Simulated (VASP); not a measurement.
# AlCo (Pm-3m) in VASP: settings compared

The runs below take AlCo through single point, with RPBE+D4+U, LDA+U, PBEsol+U.

Program: VASP 6.6.1. These are calculated values, not measurements. Logs are shortened: lines on timing, memory, paths and dates and some standing lists are left out, and cuts for length are marked.

## Step 1: The cell of the first run

Symmetry: Pm-3m, No. 221, cubic system. Conventional cell: a = 2.819 Å, b = 2.819 Å, c = 2.819 Å, α = 90.00°, β = 90.00°, γ = 90.00°. Within 3.2 Å of Co (site symmetry m-3m) lie 8 Al at 2.44 Å and 6 Co at 2.82 Å. Al (site symmetry m-3m) has 8 Co at 2.44 Å and 6 Al at 2.82 Å within 3.2 Å.

## Step 2: Single point, RPBE+D4+U, collinear spin, ferromagnetic start

INCAR reads:

```
PREC     = Accurate       # precision mode
ENCUT    = 520            # plane-wave cutoff, eV
EDIFF    = 1E-7           # SCF threshold, eV
ISMEAR   = -5             # smearing method
SIGMA    = 0.05           # smearing width, eV
LREAL    = False          # projectors in reciprocal space
LASPH    = True           # aspherical terms in the spheres
NELM     = 150            # most SCF steps
ALGO     = Fast           # electronic algorithm
ISIF     = 2              # what is computed and relaxed
LWAVE    = False          # write WAVECAR
LCHARG   = True           # write CHGCAR
ISPIN    = 2              # spin polarisation
MAGMOM   = 2 0            # initial moments
LORBIT   = 11             # projections on sites
LMAXMIX  = 4              # l up to which the mixer works
LDAU     = True           # DFT+U
LDAUTYPE = 2            
LDAUL    = 2 -1           # shell
LDAUU    = 7 0            # U, eV
LDAUJ    = 0 0          
LDAUPRINT= 1            
GGA      = RP             # functional
IVDW     = 13             # dispersion correction
LELF     = True           # ELF
LVHAR    = True         
NBANDS   = 17             # bands
```

KPOINTS reads:

```
Automatic mesh
0
Gamma
  9 9 9
```

POSCAR reads:

```
AlCo
1.0
    2.8194032100      0.0000000000      0.0000000000
    0.0000000000      2.8194032100      0.0000000000
    0.0000000000      0.0000000000      2.8194032100
Co Al
1 1
Direct
    0.5000000000      0.5000000000      0.5000000000
    0.0000000000      0.0000000000      0.0000000000
```

Potentials or basis: VASP PAW PBE potentials, release 64 (Co, Al).

On the command line:

```bash
$ cat potpaw_PBE.64/Co/POTCAR potpaw_PBE.64/Al/POTCAR > POTCAR
$ mpirun -np 1 vasp_std > vasp.out
```

OUTCAR:

```text
PREC = Accurate
   ENCUT = 520
   EDIFF = 1E-7
   ISMEAR = -5
   LREAL = False
   LASPH = True
   NELM = 150
   ISIF = 2
   ISPIN = 2
   LORBIT = 11
   GGA = RP
   IVDW = 13

 ion  position               nearest neighbor table
   1  0.500  0.500  0.500-   2 2.44   2 2.44   2 2.44   2 2.44   2 2.44   2 2.44   2 2.44   2 2.44

   2  0.000  0.000  0.000-   1 2.44   1 2.44   1 2.44   1 2.44   1 2.44   1 2.44   1 2.44   1 2.44

  LATTYP: Found a simple cubic cell.
 ALAT       =     2.8194032100

  Lattice vectors:

 A1 = (   2.8194032100,   0.0000000000,   0.0000000000)
 A2 = (   0.0000000000,   2.8194032100,   0.0000000000)
 A3 = (   0.0000000000,   0.0000000000,   2.8194032100)

Analysis of symmetry for initial positions (statically):
=====================================================================
 Subroutine PRICEL returns:
 Original cell was already a primitive cell.

 Routine SETGRP: Setting up the symmetry group for a
 simple cubic supercell.

 Subroutine GETGRP returns: Found 48 space group operations
 (whereof 48 operations were pure point group operations)
 out of a pool of 48 trial point group operations.

The static configuration has the point symmetry O_h .

Analysis of symmetry for dynamics (positions and initial velocities):
=====================================================================
 Subroutine PRICEL returns:
 Original cell was already a primitive cell.

 Routine SETGRP: Setting up the symmetry group for a
 simple cubic supercell.

 Subroutine GETGRP returns: Found 48 space group operations
 (whereof 48 operations were pure point group operations)
 out of a pool of 48 trial point group operations.

The dynamic configuration has the point symmetry O_h .

Analysis of structural, dynamic, and magnetic symmetry:
=====================================================================
 Subroutine PRICEL returns:
 Original cell was already a primitive cell.

 Routine SETGRP: Setting up the symmetry group for a
 simple cubic supercell.

 Subroutine GETGRP returns: Found 48 space group operations
 (whereof 48 operations were pure point group operations)
 out of a pool of 48 trial point group operations.

The overall configuration has the point symmetry O_h .

 Subroutine INISYM returns: Found 48 space group operations
 (whereof 48 operations are pure point group operations),
 and found     1 'primitive' translations

----------------------------------------------------------------------------------------

                                     Primitive cell

  volume of cell :      22.4115

  direct lattice vectors                    reciprocal lattice vectors
     2.819403210  0.000000000  0.000000000     0.354684990  0.000000000  0.000000000
     0.000000000  2.819403210  0.000000000     0.000000000  0.354684990  0.000000000
     0.000000000  0.000000000  2.819403210     0.000000000  0.000000000  0.354684990

  length of vectors
     2.819403210  2.819403210  2.819403210     0.354684990  0.354684990  0.354684990

  position of ions in fractional coordinates (direct lattice)
     0.500000000  0.500000000  0.500000000
     0.000000000  0.000000000  0.000000000

  ion indices of the primitive-cell ions
   primitive index   ion index
                 1           1
                 2           2

----------------------------------------------------------------------------------------

[... 71 lines left out ...]
   EDIFF  = 0.1E-06   stopping-criterion for ELM
   LREAL  =      F    real-space projection
   EDIFFG = 0.1E-05   stopping-criterion for IOM
   NSW    =      0    number of steps for IOM
   IBRION =     -1    ionic relax: 0-MD 1-quasi-New 2-CG
   NFREE  =      0    steps in history (QN), initial steepest desc. (CG)
   ISIF   =      2    stress and relaxation
   ISYM   =      2    0-nonsym 1-usesym 2-fastsym
   POTIM  = 0.5000    time-step for ionic-motion
   TEBEG  =    0.0;   TEEND  =   0.0 temperature during run
   PSTRESS=    0.0 pullay stress
   NELECT =      12.0000    total number of electrons
   NUPDOWN=      -1.0000    fix difference up-down
   EMIN   =  10.00;   EMAX   =-10.00  energy-range for DOS
   EFERMI =   0.00;   METHOD = LEGACY
   ISMEAR =    -5;   SIGMA  =   0.05  broadening in eV -4-tet -1-fermi 0-gaus
   EFERMI_NEDOS =   21; number of points for ismear=-14 and -15
   IALGO  =     68    algorithm
   IMIX   =      4    mixing-type and parameters
     AMIX     =   0.40;   BMIX     =  1.00
     AMIX_MAG =   1.60;   BMIX_MAG =  1.00
  volume/ion in A,a.u.               =      11.21        75.62
  Fermi-wavevector in a.u.,A,eV,Ry     =   1.329366  2.512138 24.044423  1.767215
  Thomas-Fermi vector in A             =   2.458534
   LORBIT       =     11    0 simple, 1 ext, 2 COOP (PROOUT), +10 PAW based schemes
 LDA+U is selected, type is set to LDAUTYPE =  2
   angular momentum for each species LDAUL =     2   -1
   U (eV)           for each species LDAUU =   7.0  0.0
   J (eV)           for each species LDAUJ =   0.0  0.0
   GGA     = RP    functional components
   LHFCALC =     F    Hartree Fock is set to
   AEXX    =    0.0000 exact exchange contribution
   IVDW    =    13    specifies the selected vdW correction
   LEPSILON=     F    determine dielectric tensor
   LRPA    =     F    only Hartree local field effects (RPA)
 spin polarized calculation
 RMM-DIIS sequential band-by-band and
 Fermi weights with tetrahedron method with Bloechl corrections
  energy-cutoff  :      520.00
  volume of cell :       22.41
 maximum number of plane-waves:       619
 NGX is ok and might be reduce to    24
   NGX = 11   NGY = 11   NGZ = 11

atom =   1  type =  1  l = 2

 onsite density matrix

spin component  1

  0.9190  0.0000  0.0000  0.0000 -0.0000
  0.0000  0.9190 -0.0000 -0.0000  0.0000
  0.0000 -0.0000  0.9540 -0.0000 -0.0000
  0.0000 -0.0000 -0.0000  0.9190 -0.0000
 -0.0000  0.0000 -0.0000 -0.0000  0.9540

spin component  2

  0.9004  0.0000 -0.0000  0.0000  0.0000
  0.0000  0.9004  0.0000  0.0000 -0.0000
 -0.0000  0.0000  0.1117  0.0000 -0.0000
  0.0000  0.0000  0.0000  0.9004  0.0000
  0.0000 -0.0000 -0.0000  0.0000  0.1117

 occupancies and eigenvectors

  o =  0.1117  v =  0.0000  0.0000  0.0000  0.0000  0.0000  0.0000  0.0000 -0.0229 -0.0000  0.9997      0.0000  0.0000  0.0000  0.0000  0.0000  0.0000  0.0000  0.0000  0.0000  0.0000
  o =  0.1117  v =  0.0000  0.0000  0.0000  0.0000  0.0000  0.0000 -0.0000 -0.9997  0.0000 -0.0229      0.0000  0.0000  0.0000  0.0000  0.0000  0.0000  0.0000  0.0000  0.0000  0.0000
  o =  0.9004  v =  0.0000  0.0000  0.0000  0.0000  0.0000  0.0000  0.4380 -0.0000 -0.8990 -0.0000      0.0000  0.0000  0.0000  0.0000  0.0000  0.0000  0.0000  0.0000  0.0000  0.0000
  o =  0.9004  v =  0.0000  0.0000  0.0000  0.0000  0.0000  1.0000  0.0000  0.0000  0.0000  0.0000      0.0000  0.0000  0.0000  0.0000  0.0000  0.0000  0.0000  0.0000  0.0000  0.0000
  o =  0.9004  v =  0.0000  0.0000  0.0000  0.0000  0.0000  0.0000  0.8990  0.0000  0.4380 -0.0000      0.0000  0.0000  0.0000  0.0000  0.0000  0.0000  0.0000  0.0000  0.0000  0.0000
  o =  0.9190  v =  0.0000 -0.1437  0.0000  0.9896 -0.0000  0.0000  0.0000  0.0000  0.0000  0.0000      0.0000  0.0000  0.0000  0.0000  0.0000  0.0000  0.0000  0.0000  0.0000  0.0000
  o =  0.9190  v =  1.0000  0.0000  0.0000  0.0000  0.0000  0.0000  0.0000  0.0000  0.0000  0.0000      0.0000  0.0000  0.0000  0.0000  0.0000  0.0000  0.0000  0.0000  0.0000  0.0000
  o =  0.9190  v =  0.0000  0.9896  0.0000  0.1437 -0.0000  0.0000  0.0000  0.0000  0.0000  0.0000      0.0000  0.0000  0.0000  0.0000  0.0000  0.0000  0.0000  0.0000  0.0000  0.0000
  o =  0.9540  v =  0.0000 -0.0000  0.9994 -0.0000 -0.0358  0.0000  0.0000  0.0000  0.0000  0.0000      0.0000  0.0000  0.0000  0.0000  0.0000  0.0000  0.0000  0.0000  0.0000  0.0000
  o =  0.9540  v =  0.0000  0.0000  0.0358  0.0000  0.9994  0.0000  0.0000  0.0000  0.0000  0.0000      0.0000  0.0000  0.0000  0.0000  0.0000  0.0000  0.0000  0.0000  0.0000  0.0000

 number of electron      11.9999998 magnetization       1.6116156

 Free energy of the ion-electron system (eV)
  ---------------------------------------------------
  ext. energy  EPLUGINS =         0.00000000
  ---------------------------------------------------
  free energy    TOTEN  =        -6.10454226 eV

  energy without entropy =       -6.10454226  energy(sigma->0) =       -6.10454226

 E-fermi :  11.6393     XC(G=0): -12.2924

 val. band max:       11.9068767960   @ k =   0.4444   0.4444   0.4444
 cond. band min:      11.5301497802   @ k =   0.3333   0.3333   0.1111
 fundamental gap:     -0.3767270158
 Fermi energy:        11.6393388925

 spin component 1

 k-point     1 :       0.0000    0.0000    0.0000
  band No.  band energies     occupation
      1      -0.1396      1.00000
      2       4.3699      1.00000
      3       4.3699      1.00000
      4       7.1886      1.00000
      5       7.1887      1.00000
      6       7.1887      1.00000
[... 943 lines left out ...]
      6      11.8324      0.16972
[... 9 lines left out ...]
     16      33.1114      0.00000
     17      34.6041      0.00000

 [... further k-points ...]

------------------------ aborting loop because EDIFF is reached ----------------------------------------

  DFT-D4 for vdW energy calculation

  Edisp (eV):   -1.75111

  FORCE on cell =-STRESS in cart. coord.  units (eV):
  Direction    XX          YY          ZZ          XY          YZ          ZX
  --------------------------------------------------------------------------------------
  -------------------------------------------------------------------------------------
  Total       3.12674     3.12674     3.12674     0.00000    -0.00000     0.00000
  in kB     223.52718   223.52718   223.52718     0.00000    -0.00000     0.00000
  external pressure =      223.53 kB  Pullay stress =        0.00 kB

 VOLUME and BASIS-vectors are now :
 -----------------------------------------------------------------------------
  energy-cutoff  :      520.00
  volume of cell :       22.41
      direct lattice vectors                 reciprocal lattice vectors
     2.819403210  0.000000000  0.000000000     0.354684990  0.000000000  0.000000000
     0.000000000  2.819403210  0.000000000     0.000000000  0.354684990  0.000000000
     0.000000000  0.000000000  2.819403210     0.000000000  0.000000000  0.354684990

 POSITION                                       TOTAL-FORCE (eV/Angst)
 -----------------------------------------------------------------------------------
      1.40970      1.40970      1.40970         0.000000      0.000000      0.000000
      0.00000      0.00000      0.00000         0.000000      0.000000      0.000000
 -----------------------------------------------------------------------------------
    total drift:                                0.000000      0.000000     -0.000000

  FREE ENERGIE OF THE ION-ELECTRON SYSTEM (eV)
  ---------------------------------------------------
  free  energy   TOTEN  =        -7.8556570204 eV

  energy  without entropy=       -7.8556570204  energy(sigma->0) =       -7.85565702

 total charge

# of ion       s       p       d       tot
------------------------------------------
    1        0.483   0.604   7.554   8.641
    2        0.394   0.471   0.000   0.865
--------------------------------------------------
tot          0.877   1.075   7.554   9.506

 magnetization (x)

# of ion       s       p       d       tot
------------------------------------------
    1       -0.002  -0.001   1.738   1.735
    2       -0.009  -0.020   0.000  -0.029
--------------------------------------------------
tot         -0.010  -0.021   1.738   1.706
```

Run time: 66 s. Hardware: 1 thread of AMD EPYC 9R45 (Zen 5), shared host; peak memory 0.12 GiB.

Results:

```
Free energy                                           : -7.8557 eV
Pressure                                              : 22.4 GPa
Net moment                                            : 1.61 μB per cell
Site moments                                          : Co +1.74; Al -0.03 μB
Valence electrons inside the program's atomic spheres : Co 8.64; Al 0.86
Dispersion energy per atom                            : -0.876 eV
```

Levels at points of the mesh, in eV from the Fermi level:
Spin up:
| k point | band 4 | band 5 | band 6 | band 7 | band 8 | band 9 | band 10 | band 11 |
| --- | --- | --- | --- | --- | --- | --- | --- | --- |
| (0.00, 0.00, 0.00) | -4.45 | -4.45 | -4.45 | 5.73 | 5.73 | 5.73 | 6.97 | 6.97 |
Spin down:
```
           k point  band 2  band 3  band 4  band 5  band 6  band 7  band 8  band 9
(0.00, 0.00, 0.00)   -3.36   -3.36   -3.36   -0.23   -0.23    5.65    5.65    5.65
```

Eigenvalues of the final occupation matrices:
```tsv
site	spin	trace	eigenvalues
site 1 d	1	4.67	0.92 0.92 0.92 0.95 0.95
site 1 d	2	2.92	0.11 0.11 0.90 0.90 0.90
```

Caveat: the PAW data sets were made with another functional, which shifts forces and pressure a little; pairwise dispersion overbinds metals, which lowers pressure and volume; the U is typed as a test and isn't derived for this compound; tetrahedron occupations give inexact forces and stress in metals. The state reached can hang on the start; a lower one may exist.

## Step 3: Single point, LDA+U, collinear spin, ferromagnetic start

INCAR reads:

```
SYSTEM = AlCo
PREC = Accurate
ENCUT = 520
EDIFF = 1E-6
ISMEAR = 1
SIGMA = 0.1
LREAL = .FALSE.
LASPH = .TRUE.
NELM = 150
ALGO = Fast
ISIF = 2
LWAVE = .FALSE.
LCHARG = .FALSE.
ISPIN = 2
MAGMOM = -1.08 0
LORBIT = 11
LMAXMIX = 4
LDAU = .TRUE.
LDAUTYPE = 2
LDAUL = 2 -1
LDAUU = 3 0
LDAUJ = 0 0
LDAUPRINT = 1
GGA = CA
NBANDS = 17
```

KPOINTS reads:

```
regular mesh
0
G
  9 9 9
  0 0 0
```

POSCAR is that of step 2.

Potentials or basis: VASP PAW LDA potentials, release 64 (Co, Al).

On the command line:

```bash
$ cat potpaw_LDA.64/Co/POTCAR potpaw_LDA.64/Al/POTCAR > POTCAR
$ mpirun -np 1 vasp_std > vasp.out
```

Run time: 36 s. Hardware: 1 thread of AMD EPYC 9R45 (Zen 5), shared host; peak memory 0.11 GiB.

It converged, with:

```yaml
Free_energy: -11.1354 eV
Pressure: -10.0 GPa
Band_gap_on_the_k_mesh: zero (filled and empty bands overlap)
Net_moment: 0.00 μB per cell
Valence_electrons_inside_the_program's_atomic_spheres: Co 8.63; Al 0.84
```

Levels at points of the mesh, in eV from the Fermi level:
Spin up:
| k point | band 4 | band 5 | band 6 | band 7 | band 8 | band 9 |
| --- | --- | --- | --- | --- | --- | --- |
| (0.00, 0.00, 0.00) | -1.38 | -1.38 | -1.38 | 6.21 | 6.21 | 6.21 |
Spin down:
```tsv
k point	band 2	band 3	band 4	band 5	band 6	band 7	band 8	band 9	band 10	band 11
(0.00, 0.00, 0.00)	-3.12	-3.12	-1.38	-1.38	-1.38	6.21	6.21	6.21	8.98	8.98
```

Eigenvalues of the final occupation matrices:
```
    site  spin  trace               eigenvalues
site 1 d     1   3.85  0.65 0.65 0.85 0.85 0.85
site 1 d     2   3.85  0.65 0.65 0.85 0.85 0.85
```

Caveat: the U is typed as a test and isn't derived for this compound. The state reached can hang on the start; a lower one may exist.

## Step 4: Single point, PBEsol+U, collinear spin, ferromagnetic start

INCAR reads:

```
PREC = Accurate
ENCUT = 520
EDIFF = 1E-6
ISMEAR = 1
SIGMA = 0.05
LREAL = False
LASPH = True
NELM = 150
ALGO = Normal
ISIF = 2
LWAVE = False
LCHARG = False
ISPIN = 2
MAGMOM = 2 0
LORBIT = 11
LMAXMIX = 4
LDAU = True
LDAUTYPE = 2
LDAUL = 2 -1
LDAUU = 4 0
LDAUJ = 0 0
LDAUPRINT = 1
GGA = PS
NBANDS = 17
```

KPOINTS reads:

```
regular mesh
0
Gamma
  9 9 9
```

POSCAR is that of step 3.

Potentials or basis: VASP PAW PBE potentials, release 64 (Co, Al).

On the command line:

```bash
$ cat potpaw_PBE.64/Co/POTCAR potpaw_PBE.64/Al/POTCAR > POTCAR
$ mpirun -np 1 vasp_std > vasp.out
```

Wall time 32 s (1 thread of AMD EPYC 9R45 (Zen 5), shared host); peak memory 0.13 GiB.

Results (log left out):

```yaml
Free_energy: -9.6969 eV
Pressure: -0.7 GPa
Net_moment: 0.56 μB per cell
Site_moments: Co +0.73; Al -0.03 μB
Valence_electrons_inside_the_program's_atomic_spheres: Co 8.64; Al 0.83
```

Levels at points of the mesh, in eV from the Fermi level:
Spin up:
```tsv
k point	band 3	band 4	band 5	band 6	band 7	band 8	band 9	band 10
(0.00, 0.00, 0.00)	-3.71	-1.40	-1.40	-1.40	6.74	6.74	6.74	9.01
```
Spin down:
```csv
k point,band 4,band 5,band 6,band 7,band 8,band 9
"(0.00, 0.00, 0.00)",-0.89,-0.89,-0.89,6.61,6.61,6.61
```

Eigenvalues of the final occupation matrices:
| site | spin | trace | eigenvalues |
| --- | --- | --- | --- |
| site 1 d | 1 | 4.24 | 0.83 0.83 0.86 0.86 0.86 |
| site 1 d | 2 | 3.48 | 0.47 0.47 0.85 0.85 0.85 |

Caveat: the PAW data sets were made with another functional, which shifts forces and pressure a little; the U is typed as a test and isn't derived for this compound. The state reached can hang on the start; a lower one may exist.

## Step 5: Single point, PBEsol+U, collinear spin, ferromagnetic start

Edit INCAR of step 4 so:

```diff
@@ -1,3 +1,3 @@
 PREC = Accurate
-ENCUT = 520
+ENCUT = 600
 EDIFF = 1E-6
@@ -7,3 +7,3 @@
 LASPH = True
-NELM = 150
+NELM = 200
 ALGO = Normal
@@ -23,2 +23,3 @@
 GGA = PS
-NBANDS = 17
+NBANDS = 21
+GGA_COMPAT = False
```

KPOINTS is that of step 4.

POSCAR is that of step 4.

Potentials or basis: VASP PAW PBE potentials, release 64 (Co_sv, Al).

On the command line:

```bash
$ cat potpaw_PBE.64/Co_sv/POTCAR potpaw_PBE.64/Al/POTCAR > POTCAR
$ mpirun -np 1 vasp_std > vasp.out
```

It took 23 s on 1 thread of AMD EPYC 9R45 (Zen 5), shared host; peak memory 0.14 GiB.

It converged, with:

| Item | Value |
| --- | --- |
| Free energy | -9.1136 eV |
| Pressure | 1.3 GPa |
| Net moment | 0.55 μB per cell |
| Site moments | Co +0.76; Al -0.03 μB |
| Valence electrons inside the program's atomic spheres | Co 15.31; Al 0.84 |

Levels at points of the mesh, in eV from the Fermi level:
Spin up:
| k point | band 7 | band 8 | band 9 | band 10 | band 11 | band 12 | band 13 | band 14 |
| --- | --- | --- | --- | --- | --- | --- | --- | --- |
| (0.00, 0.00, 0.00) | -3.54 | -1.23 | -1.23 | -1.23 | 6.64 | 6.64 | 6.64 | 9.09 |
Spin down:
| k point | band 8 | band 9 | band 10 | band 11 | band 12 | band 13 |
| --- | --- | --- | --- | --- | --- | --- |
| (0.00, 0.00, 0.00) | -0.69 | -0.69 | -0.69 | 6.50 | 6.50 | 6.50 |

Eigenvalues of the final occupation matrices:
| site | spin | trace | eigenvalues |
| --- | --- | --- | --- |
| site 1 d | 1 | 3.89 | 0.76 0.76 0.79 0.79 0.79 |
| site 1 d | 2 | 3.12 | 0.40 0.40 0.77 0.77 0.77 |

Caveat: the PAW data sets were made with another functional, which shifts forces and pressure a little; the U is typed as a test and isn't derived for this compound. The state reached can hang on the start; a lower one may exist.

## Step 6: The runs side by side

| level | potentials or basis | U | cutoff (eV) | smearing | second run | gap on the mesh (eV) | pressure (GPa) | moment (μB) |
| --- | --- | --- | --- | --- | --- | --- | --- | --- |
| RPBE+D4+U | VASP PAW PBE potentials, release 64 (Co, Al) | Co d U = 7.0 eV | 520 | tetrahedron | - | none | 22.4 | 1.61 |
| LDA+U | VASP PAW LDA potentials, release 64 (Co, Al) | Co d U = 3.0 eV | 520 | methfessel-paxton 0.1 eV | - | none | -10.0 | 0.00 |
| PBEsol+U | VASP PAW PBE potentials, release 64 (Co, Al) | Co d U = 4.0 eV | 520 | methfessel-paxton 0.05 eV | - | none | -0.7 | 0.56 |
| PBEsol+U | VASP PAW PBE potentials, release 64 (Co_sv, Al) | Co d U = 4.0 eV | 600 | methfessel-paxton 0.05 eV | valence_matched | none | 1.3 | 0.55 |

Alike in all rows: task single point; spin collinear, ferromagnetic start; cell as given; k mesh 9 × 9 × 9.

Caveats: the U is typed as a test and isn't derived for this compound; the PAW data sets were made with another functional, which shifts forces and pressure a little (some runs); pairwise dispersion overbinds metals, which lowers pressure and volume (some runs); tetrahedron occupations give inexact forces and stress in metals (some runs).

Absolute energies hang on the potentials; compare differences alone.
